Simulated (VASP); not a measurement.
Here is a VASP 6.6.1 calculation.

INCAR

```
ALGO = Fast
EDIFF = 1E-7
ENCUT = 520
GGA = PS
ISIF = 2
ISMEAR = 0
ISPIN = 2
LASPH = True
LCHARG = False
LMAXMIX = 4
LORBIT = 11
LREAL = False
LWAVE = False
MAGMOM = 0 0 4 4 4 4
NBANDS = 42
NELM = 150
PREC = Accurate
SIGMA = 0.1
```

Contents of KPOINTS:

```
k-points
0
Gamma
  4 4 4
```

File POSCAR:

```
ZrNbFe4
1.0
    0.0000000000      3.5008612968      3.5008612968
    3.5008612968      0.0000000000      3.5008612968
    3.5008612968      3.5008612968      0.0000000000
Zr Nb Fe
1 1 4
Direct
    0.7500000000      0.7500000000      0.7500000000
    0.5000000000      0.5000000000      0.5000000000
    0.1250592000      0.1250592000      0.1250592000
    0.1250592000      0.1250592000      0.6248224000
    0.1250592000      0.6248224000      0.1250592000
    0.6248224000      0.1250592000      0.1250592000
```

Potentials or basis: VASP PAW PBE potentials, release 64 (Zr_sv, Nb_sv, Fe).

Run with:

```sh
$ cat potpaw_PBE.64/Zr_sv/POTCAR potpaw_PBE.64/Nb_sv/POTCAR potpaw_PBE.64/Fe/POTCAR > POTCAR
$ mpirun -np 1 vasp_std > vasp.out
```

(1) Estimate the site moments.

(2) Predict the pressure.

(3) Predict the net moment.

## Answers

(1) Zr -0.29; Nb -0.47; Fe +1.73 μB.

(2) -13.9 GPa.

(3) 5.81 μB per cell.

Caveat: the k points lie up to 0.39 Å⁻¹ apart; the PAW data sets were made with another functional, which shifts forces and pressure a little.
